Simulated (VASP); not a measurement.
Set up this calculation in VASP 6.6.1, as the native input.

* Task: single point
* Functional: PBE
* Potentials or basis: VASP PAW PBE potentials, release 64 (Be, F)
* Cutoff: 520 eV
* k mesh: 12 × 12 × 6
* Occupations: gaussian, width 0.02 eV
* Spin: no spin polarisation
* Dipole correction: no
* Further INCAR settings: ALGO = Normal; EDIFF = 1e-07; NBANDS = 18

The structure of Be3F2 lies in POSCAR:

```
Be3F2
1.0
    4.0473930426      0.0000000000      0.0000000000
   -2.0236965213      3.5051451940      0.0000000000
    0.0000000000      0.0000000000      6.1931545846
Be F
3 2
Direct
    0.5000000000      0.0000000000      0.0000000000
    0.0000000000      0.5000000000      0.0000000000
    0.5000000000      0.5000000000      0.0000000000
    0.0000000000      0.0000000000      0.1859232749
    0.0000000000      0.0000000000      0.8140767251
```

The cell was built from a structure type or drawn by symmetry, and may not be a known phase.

One way to write it, as run:

INCAR

```
SYSTEM = Be3F2
PREC = Accurate
ENCUT = 520
EDIFF = 1E-7
ISMEAR = 0
SIGMA = 0.02
LREAL = .False.
LASPH = .True.
NELM = 80
ALGO = Normal
ISIF = 2
LWAVE = .False.
LCHARG = .False.
GGA = PE
NBANDS = 18
```

KPOINTS

```
Automatic mesh
0
Gamma
  12 12 6
  0 0 0
```

Potentials or basis: VASP PAW PBE potentials, release 64 (Be, F).

Command:

```sh
$ cat potpaw_PBE.64/Be/POTCAR potpaw_PBE.64/F/POTCAR > POTCAR
$ mpirun -np 1 vasp_std > vasp.out
```

It gave:

```
Pressure               : -0.1 GPa
Largest force          : 0.005 eV/Å
Band gap on the k mesh : 1.48 eV (least direct gap 1.99 eV)
```

Run time: 45 s on 1 thread of Intel(R) Xeon(R) 6975P-C (Granite Rapids) (shared host), peak memory 0.24 GiB.
